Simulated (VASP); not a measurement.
# NaF (I4/mmm) in VASP: further runs

Runs on NaF. Level: PBEsol. Tasks: single point.

Everything below comes from runs of VASP 6.6.1. Logs are shortened: lines on timing, memory, paths and dates and some standing lists are left out, and cuts for length are marked.

## 1. The cell of the first run

Symmetry: I4/mmm, No. 139, tetragonal system. Conventional cell: a = 3.121 Å, b = 3.121 Å, c = 4.763 Å, α = 90.00°, β = 90.00°, γ = 90.00°. Within 2.9 Å of Na (site symmetry 4/mmm) lie 6 F at 2.21 to 2.38 Å. Within 2.9 Å of F (site symmetry 4/mmm) lie 6 Na at 2.21 to 2.38 Å.

## 2. Single point, PBEsol (strain -0.050 along x and y, +0.025 along z)

INCAR reads:

```
SYSTEM = NaF
PREC = Accurate
ENCUT = 520
EDIFF = 1E-6
ISMEAR = 0
SIGMA = 0.05
LREAL = .FALSE.
LASPH = .TRUE.
NELM = 100
ALGO = Normal
ISIF = 2
LWAVE = .FALSE.
LCHARG = .FALSE.
GGA = PS
NBANDS = 14
```

KPOINTS reads:

```
regular mesh
0
G
  8 8 8
  0 0 0
```

POSCAR reads:

```
NaF
1.0
    0.0000000000      2.2071350000      2.3813825000
    2.2071350000      0.0000000000      2.3813825000
    2.2071350000      2.2071350000      0.0000000000
Na F
1 1
Direct
    0.0000000000      0.0000000000      0.0000000000
    0.5000000000      0.5000000000      0.5000000000
```

Potentials or basis: VASP PAW PBE potentials, release 64 (Na_pv, F).

Run with:

```sh
cat potpaw_PBE.64/Na_pv/POTCAR potpaw_PBE.64/F/POTCAR > POTCAR
mpirun -np 1 vasp_std > vasp.out
```

OUTCAR:

```text
SYSTEM = NaF
   PREC = Accurate
   ENCUT = 520
   EDIFF = 1E-6
   ISMEAR = 0
   LREAL = .FALSE.
   LASPH = .TRUE.
   NELM = 100
   ISIF = 2
   GGA = PS

 ion  position               nearest neighbor table
   1  0.000  0.000  0.000-   2 2.21   2 2.21   2 2.21   2 2.21
   2  0.500  0.500  0.500-   1 2.21   1 2.21   1 2.21   1 2.21

  LATTYP: Found a body centered tetragonal cell.
 ALAT       =     3.1213602510
 C/A-ratio  =     1.5258620015

  Lattice vectors:

 A1 = (  -2.2071350000,   0.0000000000,   2.3813825000)
 A2 = (   2.2071350000,   0.0000000000,   2.3813825000)
 A3 = (   0.0000000000,   2.2071350000,  -2.3813825000)

Analysis of symmetry for initial positions (statically):
=====================================================================
 Subroutine PRICEL returns:
 Original cell was already a primitive cell.

 Routine SETGRP: Setting up the symmetry group for a
 body centered tetragonal supercell.

 Subroutine GETGRP returns: Found 16 space group operations
 (whereof 16 operations were pure point group operations)
 out of a pool of 16 trial point group operations.

The static configuration has the point symmetry D_4h.

Analysis of symmetry for dynamics (positions and initial velocities):
=====================================================================
 Subroutine PRICEL returns:
 Original cell was already a primitive cell.

 Routine SETGRP: Setting up the symmetry group for a
 body centered tetragonal supercell.

 Subroutine GETGRP returns: Found 16 space group operations
 (whereof 16 operations were pure point group operations)
 out of a pool of 16 trial point group operations.

The dynamic configuration has the point symmetry D_4h.

 Subroutine INISYM returns: Found 16 space group operations
 (whereof 16 operations are pure point group operations),
 and found     1 'primitive' translations

----------------------------------------------------------------------------------------

                                     Primitive cell

  volume of cell :      23.2015

  direct lattice vectors                    reciprocal lattice vectors
     0.000000000  2.207135000  2.381382500    -0.226538023  0.226538023  0.209962070
     2.207135000  0.000000000  2.381382500     0.226538023 -0.226538023  0.209962070
     2.207135000  2.207135000  0.000000000     0.226538023  0.226538023 -0.209962070

  length of vectors
     3.246910458  3.246910458  3.121360251     0.383044414  0.383044414  0.383044414

  position of ions in fractional coordinates (direct lattice)
     0.000000000  0.000000000  0.000000000
     0.500000000  0.500000000  0.500000000

  ion indices of the primitive-cell ions
   primitive index   ion index
                 1           1
                 2           2

----------------------------------------------------------------------------------------

 KPOINTS: regular mesh

Automatic generation of k-mesh.
 Grid dimensions read from file:
 generate k-points for:    8    8    8

 Generating k-lattice:

  Cartesian coordinates                     Fractional coordinates (reciprocal lattice)
    -0.028317253  0.028317253  0.026245259     0.125000000  0.000000000  0.000000000
     0.028317253 -0.028317253  0.026245259     0.000000000  0.125000000  0.000000000
     0.028317253  0.028317253 -0.026245259     0.000000000  0.000000000  0.125000000

  Length of vectors
     0.047880552  0.047880552  0.047880552

  Shift w.r.t. Gamma in fractional coordinates (k-lattice)
     0.000000000  0.000000000  0.000000000

 Subroutine IBZKPT returns following result:
 ===========================================

 Found     59 irreducible k-points:

 Following reciprocal coordinates:
            Coordinates               Weight
  0.000000  0.000000  0.000000      1.000000
  0.125000  0.000000  0.000000      8.000000
  0.250000  0.000000  0.000000      8.000000
  0.375000  0.000000  0.000000      8.000000
  0.500000  0.000000  0.000000      4.000000
  0.125000  0.125000  0.000000      2.000000
[... 16 lines left out ...]
  0.250000  0.000000  0.125000     16.000000
  0.375000  0.000000  0.125000     16.000000
 [... further k-points ...]
   k-points           NKPTS =     59   k-points in BZ     NKDIM =     59   number of bands    NBANDS=     14
   number of dos      NEDOS =    301   number of ions     NIONS =      2
   total plane-waves  NPLWV =  13824
   dimension x,y,z NGX =    24 NGY =   24 NGZ =   24
   dimension x,y,z NGXF=    48 NGYF=   48 NGZF=   48
   ions per type =               1   1
   NGX,Y,Z   is equivalent  to a cutoff of  12.29, 12.29, 12.78 a.u.
   NGXF,Y,Z  is equivalent  to a cutoff of  24.58, 24.58, 25.57 a.u.
 SYSTEM =  NaF
   PREC   = accura    normal or accurate (medium, high low for compatibility)
   ISTART =      0    job   : 0-new  1-cont  2-samecut
   ICHARG =      2    charge: 1-file 2-atom 10-const
   ISPIN  =      1    spin polarized calculation?
   LNONCOLLINEAR =      F non collinear calculations
   LSORBIT =      F    spin-orbit coupling
   LASPH  =      T    aspherical Exc in radial PAW
   ENCUT  =  520.0 eV  38.22 Ry    6.18 a.u.   6.04  6.04  5.80*2*pi/ulx,y,z
   NELM   =    100;   NELMIN=  2; NELMDL= -5     # of ELM steps
   EDIFF  = 0.1E-05   stopping-criterion for ELM
   LREAL  =      F    real-space projection
   EDIFFG = 0.1E-04   stopping-criterion for IOM
   NSW    =      0    number of steps for IOM
   IBRION =     -1    ionic relax: 0-MD 1-quasi-New 2-CG
   NFREE  =      0    steps in history (QN), initial steepest desc. (CG)
   ISIF   =      2    stress and relaxation
   ISYM   =      2    0-nonsym 1-usesym 2-fastsym
   POTIM  = 0.5000    time-step for ionic-motion
   TEBEG  =    0.0;   TEEND  =   0.0 temperature during run
   PSTRESS=    0.0 pullay stress
   NELECT =      14.0000    total number of electrons
   NUPDOWN=      -1.0000    fix difference up-down
   EMIN   =  10.00;   EMAX   =-10.00  energy-range for DOS
   EFERMI =   0.00;   METHOD = LEGACY
   ISMEAR =     0;   SIGMA  =   0.05  broadening in eV -4-tet -1-fermi 0-gaus
   EFERMI_NEDOS =   21; number of points for ismear=-14 and -15
   IALGO  =     38    algorithm
   IMIX   =      4    mixing-type and parameters
     AMIX     =   0.40;   BMIX     =  1.00
     AMIX_MAG =   1.60;   BMIX_MAG =  1.00
  volume/ion in A,a.u.               =      11.60        78.29
  Fermi-wavevector in a.u.,A,eV,Ry     =   1.383392  2.614231 26.038460  1.913773
  Thomas-Fermi vector in A             =   2.507994
   LORBIT       =      0    0 simple, 1 ext, 2 COOP (PROOUT), +10 PAW based schemes
   GGA     = PS    functional components
   LHFCALC =     F    Hartree Fock is set to
   AEXX    =    0.0000 exact exchange contribution
   IVDW    =     0    specifies the selected vdW correction
   LEPSILON=     F    determine dielectric tensor
   LRPA    =     F    only Hartree local field effects (RPA)
 non-spin polarized calculation
 Gauss-broadening in eV      SIGMA  =   0.05
  energy-cutoff  :      520.00
  volume of cell :       23.20
 maximum number of plane-waves:       652
   NGX = 13   NGY = 13   NGZ = 11

 number of electron      14.0000012 magnetization

 Free energy of the ion-electron system (eV)
  ---------------------------------------------------
  ext. energy  EPLUGINS =         0.00000000
  ---------------------------------------------------
  free energy    TOTEN  =        -8.71763254 eV

  energy without entropy =       -8.71763254  energy(sigma->0) =       -8.71763254

 E-fermi :  -1.5341     XC(G=0):  -9.6790

 val. band max:       -1.8551053662   @ k =   0.0000   0.0000   0.0000
 cond. band min:       4.6617396323   @ k =   0.0000   0.0000   0.0000
 fundamental gap:      6.5168449985
 Fermi energy:        -1.5341054091

 k-point     1 :       0.0000    0.0000    0.0000
  band No.  band energies     occupation
      1     -21.0525      2.00000
      2     -20.4290      2.00000
      3     -20.4049      2.00000
      4     -20.4049      2.00000
      5      -1.8757      2.00000
      6      -1.8551      2.00000
      7      -1.8551      2.00000
      8       4.6617      0.00000
      9      17.1291      0.00000
     10      17.7232      0.00000
     11      17.7232      0.00000
     12      20.3662      0.00000
     13      21.7101      0.00000
     14      23.9411      0.00000

 k-point     2 :       0.1250    0.0000    0.0000
  band No.  band energies     occupation
      1     -21.2036      2.00000
      2     -20.4297      2.00000
      3     -20.4051      2.00000
      4     -20.2310      2.00000
      5      -2.1933      2.00000
      6      -1.9198      2.00000
      7      -1.8955      2.00000
      8       5.2386      0.00000
      9      15.6948      0.00000
     10      17.5452      0.00000
     11      18.0206      0.00000
     12      21.2586      0.00000
     13      22.4692      0.00000
     14      23.3083      0.00000

 k-point     3 :       0.2500    0.0000    0.0000
  band No.  band energies     occupation
      1     -21.4341      2.00000
      2     -20.4397      2.00000
      3     -20.4055      2.00000
      4     -19.9365      2.00000
      5      -2.8669      2.00000
      6      -2.0392      2.00000
      7      -1.9920      2.00000
      8       6.6085      0.00000
      9      13.5757      0.00000
     10      18.0109      0.00000
     11      18.7638      0.00000
     12      20.8033      0.00000
     13      22.4809      0.00000
     14      23.4738      0.00000
[... 324 lines left out ...]
 k-point    23 :       0.2500    0.0000    0.1250
  band No.  band energies     occupation
      1     -21.3953      2.00000
      2     -20.4461      2.00000
      3     -20.4239      2.00000
      4     -19.9610      2.00000
      5      -2.7473      2.00000
      6      -2.0458      2.00000
      7      -2.0416      2.00000
      8       6.5370      0.00000
      9      13.7892      0.00000
     10      17.8167      0.00000
     11      18.1060      0.00000
     12      20.2934      0.00000
     13      22.7883      0.00000
     14      25.1867      0.00000

 k-point    24 :       0.3750    0.0000    0.1250
  band No.  band energies     occupation
      1     -21.5208      2.00000
      2     -20.4559      2.00000
      3     -20.4237      2.00000
      4     -19.7853      2.00000
      5      -3.2529      2.00000
      6      -2.1772      2.00000
      7      -2.1497      2.00000
      8       8.0695      0.00000
      9      12.2778      0.00000
     10      17.9295      0.00000
     11      18.4447      0.00000
     12      19.9968      0.00000
     13      22.5506      0.00000
     14      25.2098      0.00000

 [... further k-points ...]
[... 5 lines left out ...]
  --------------------------------------------------------------------------------------
  -------------------------------------------------------------------------------------
  Total        1.0620259      1.0620259     -0.1020263      0.0000000      0.0000000      0.0000000
  in kB       73.3379473     73.3379473     -7.0454042      0.0000000      0.0000000      0.0000000
  external PRESSURE =      46.5434968 kB  Pullay stress =       0.0000000 kB

 VOLUME and BASIS-vectors are now :
 -----------------------------------------------------------------------------
  energy-cutoff  :      520.00
  volume of cell :       23.20
      direct lattice vectors                 reciprocal lattice vectors
     0.000000000  2.207135000  2.381382500    -0.226538023  0.226538023  0.209962070
     2.207135000  0.000000000  2.381382500     0.226538023 -0.226538023  0.209962070
     2.207135000  2.207135000  0.000000000     0.226538023  0.226538023 -0.209962070

 POSITION                                       TOTAL-FORCE (eV/Angst)
 -----------------------------------------------------------------------------------
      0.00000      0.00000      0.00000         0.000000     -0.000000     -0.000000
      2.20714      2.20714      2.38138        -0.000000      0.000000      0.000000
 -----------------------------------------------------------------------------------
    total drift:                                0.000000     -0.000000      0.000000

  FREE ENERGIE OF THE ION-ELECTRON SYSTEM (eV)
  ---------------------------------------------------
  free  energy   TOTEN  =        -8.7176325381 eV

  energy  without entropy=       -8.7176325381  energy(sigma->0) =       -8.71763254
```

Run time: 7.4 s. Hardware: 1 thread of Intel Xeon Platinum 8375C at 2.90GHz (Ice Lake), shared host; peak memory 0.14 GiB.

Results:

```yaml
Free_energy: -8.7176 eV
Pressure: 4.7 GPa
Band_gap_on_the_k_mesh: 6.52 eV, direct
```

Levels at points of the mesh, in eV from the valence-band top:
| k point | band 4 | band 5 | band 6 | band 7 | band 8 | band 9 | band 10 | band 11 |
| --- | --- | --- | --- | --- | --- | --- | --- | --- |
| (0.00, 0.00, 0.00) | -18.55 | -0.02 | 0.00 | 0.00 | 6.52 | 18.98 | 19.58 | 19.58 |
| (0.50, 0.00, 0.00) | -17.77 | -1.79 | -0.35 | -0.27 | 11.02 | 12.90 | 20.08 | 21.52 |
| (0.50, 0.50, 0.00) | -18.60 | -1.51 | -0.36 | -0.36 | 12.87 | 13.83 | 14.09 | 21.18 |
| (0.50, 0.00, 0.50) | -18.63 | -1.36 | -0.55 | -0.44 | 13.11 | 13.90 | 14.31 | 19.88 |

Caveat: the cell differs from its parent crystal (strain -0.050 along x and y, +0.025 along z); the PAW data sets were made with another functional, which shifts forces and pressure a little.

## 3. Single point, PBEsol (strain -0.025 along x and y, -0.050 along z)

INCAR reads:

```
PREC     = Accurate       # precision mode
ENCUT    = 520            # plane-wave cutoff, eV
EDIFF    = 1E-6           # SCF threshold, eV
ISMEAR   = 0              # smearing method
SIGMA    = 0.05           # smearing width, eV
LREAL    = F              # projectors in reciprocal space
LASPH    = T              # aspherical terms in the spheres
NELM     = 60             # most SCF steps
ALGO     = Normal         # electronic algorithm
ISIF     = 2              # what is computed and relaxed
LWAVE    = F              # write WAVECAR
LCHARG   = F              # write CHGCAR
GGA      = PS             # functional
NBANDS   = 14             # bands
```

KPOINTS reads:

```
regular mesh
0
Gamma
  8 8 8
```

POSCAR reads:

```
NaF
1.0
    0.0000000000      2.2652175000      2.2071350000
    2.2652175000      0.0000000000      2.2071350000
    2.2652175000      2.2652175000      0.0000000000
Na F
1 1
Direct
    0.0000000000      0.0000000000      0.0000000000
    0.5000000000      0.5000000000      0.5000000000
```

Potentials or basis: VASP PAW PBE potentials, release 64 (Na_pv, F).

Run with:

```sh
cat potpaw_PBE.64/Na_pv/POTCAR potpaw_PBE.64/F/POTCAR > POTCAR
mpirun -np 1 vasp_std > vasp.out
```

Wall time 7.2 s (1 thread of Intel Xeon Platinum 8375C at 2.90GHz (Ice Lake), shared host); peak memory 0.14 GiB.

It converged, with:

- Free energy: -8.7267 eV
- Pressure: 5.6 GPa
- Band gap on the k mesh: 6.67 eV, direct

Stress tensor (GPa, compression positive):
```
4.39 0.00 0.00
0.00 4.39 0.00
0.00 0.00 8.01
```

Levels at points of the mesh, in eV from the valence-band top:
```
           k point  band 5  band 6  band 7  band 8  band 9  band 10
(0.00, 0.00, 0.00)   -0.01   -0.01    0.00    6.67   19.43    19.43
(0.50, 0.00, 0.00)   -1.84   -0.33   -0.30   11.18   13.13    20.74
(0.50, 0.50, 0.00)   -1.41   -0.50   -0.50   13.21   14.00    14.53
(0.50, 0.00, 0.50)   -1.47   -0.46   -0.43   13.48   13.64    14.44
```

Caveat: the cell differs from its parent crystal (strain -0.025 along x and y, -0.050 along z); the PAW data sets were made with another functional, which shifts forces and pressure a little.

## 4. Single point, PBEsol (strain -0.025 along x and y, +0.000 along z)

INCAR reads:

```
PREC = Accurate
ENCUT = 520
EDIFF = 1E-7
ISMEAR = 0
SIGMA = 0.05
LREAL = F
LASPH = T
NELM = 60
ALGO = Normal
ISIF = 2
LWAVE = F
LCHARG = F
GGA = PS
NBANDS = 14
```

KPOINTS reads:

```
Automatic mesh
0
Gamma
  8 8 8
```

POSCAR reads:

```
NaF
1.0
    0.0000000000      2.2652175000      2.3233000000
    2.2652175000      0.0000000000      2.3233000000
    2.2652175000      2.2652175000      0.0000000000
Na F
1 1
Direct
    0.0000000000      0.0000000000      0.0000000000
    0.5000000000      0.5000000000      0.5000000000
```

Run with:

```sh
cat potpaw_PBE.64/Na_pv/POTCAR potpaw_PBE.64/F/POTCAR > POTCAR
mpirun -np 1 vasp_std > vasp.out
```

It took 7.8 s on 1 thread of Intel Xeon Platinum 8375C at 2.90GHz (Ice Lake), shared host; peak memory 0.14 GiB.

Results (log left out):

```
Free energy            : -8.7579 eV
Pressure               : 2.2 GPa
Band gap on the k mesh : 6.39 eV, direct
```

Stress tensor (GPa, compression positive):
```
3.04 0.00 0.00
0.00 3.04 0.00
0.00 0.00 0.55
```

Levels at points of the mesh, in eV from the valence-band top:
| k point | band 5 | band 6 | band 7 | band 8 | band 9 | band 10 |
| --- | --- | --- | --- | --- | --- | --- |
| (0.00, 0.00, 0.00) | 0.00 | 0.00 | 0.00 | 6.39 | 19.02 | 19.21 |
| (0.50, 0.00, 0.00) | -1.72 | -0.29 | -0.27 | 10.86 | 12.69 | 20.20 |
| (0.50, 0.50, 0.00) | -1.40 | -0.40 | -0.40 | 13.10 | 13.40 | 13.89 |
| (0.50, 0.00, 0.50) | -1.35 | -0.47 | -0.43 | 13.15 | 13.44 | 13.98 |

Caveat: the cell differs from its parent crystal (strain -0.025 along x and y, +0.000 along z); the PAW data sets were made with another functional, which shifts forces and pressure a little.

## 5. The runs side by side

```tsv
cell	gap on the mesh (eV)	pressure (GPa)
a = 3.247, b = 3.247, c = 3.121 Å, angles 61.3, 61.3, 57.5°, 2 atoms	6.52	4.7
a = 3.163, b = 3.163, c = 3.204 Å, angles 59.6, 59.6, 60.9°, 2 atoms	6.67	5.6
a = 3.245, b = 3.245, c = 3.204 Å, angles 60.4, 60.4, 59.2°, 2 atoms	6.39	2.2
```

Alike in all rows: task single point; level PBEsol; potentials or basis VASP PAW PBE potentials, release 64 (Na_pv, F); no spin polarisation; k mesh 8 × 8 × 8; cutoff (eV) 520; smearing gaussian 0.05 eV.

Caveats: the PAW data sets were made with another functional, which shifts forces and pressure a little.

Absolute energies hang on the potentials; compare differences alone.
